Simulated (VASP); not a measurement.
A run of VASP 6.6.1 is set up as follows.

Contents of INCAR:

```
PREC = Accurate ; ENCUT = 520
EDIFF = 1E-6 ; ISMEAR = 0
SIGMA = 0.05 ; LREAL = F
LASPH = T ; NELM = 60
ALGO = Normal ; ISIF = 2
LWAVE = F ; LCHARG = T
GGA = PE ; LELF = T
LVHAR = T ; NBANDS = 30
```

File KPOINTS:

```
regular mesh
0
Gamma
  6 6 6
```

File POSCAR:

```
CsSnI3
1.0
    6.7229922658      0.0000000000      0.0000000000
    0.0000000000      6.2831703419      0.0000000000
    0.0000000000      0.0000000000      6.7229922658
Cs Sn I
1 1 3
Direct
    0.0000000000      0.0000000000      0.0000000000
    0.5000000000      0.5000000000      0.5000000000
    0.0000000000      0.5000000000      0.5000000000
    0.5000000000      0.0000000000      0.5000000000
    0.5000000000      0.5000000000      0.0000000000
```

Potentials or basis: VASP PAW PBE potentials, release 64 (Cs_sv, Sn_d, I).

Launch:

```bash
$ cat potpaw_PBE.64/Cs_sv/POTCAR potpaw_PBE.64/Sn_d/POTCAR potpaw_PBE.64/I/POTCAR > POTCAR
$ mpirun -np 1 vasp_std > vasp.out
```

(1) Predict the pressure.

(2) What does it give for the band gap on the k mesh?

Answers

(1) -1.4 GPa.

(2) 0.80 eV.

Caveat: the cell differs from its parent crystal (normal strain along x +0.0700, normal strain along z +0.0700); spin-orbit coupling is left out, which moves the levels of the heavy elements.
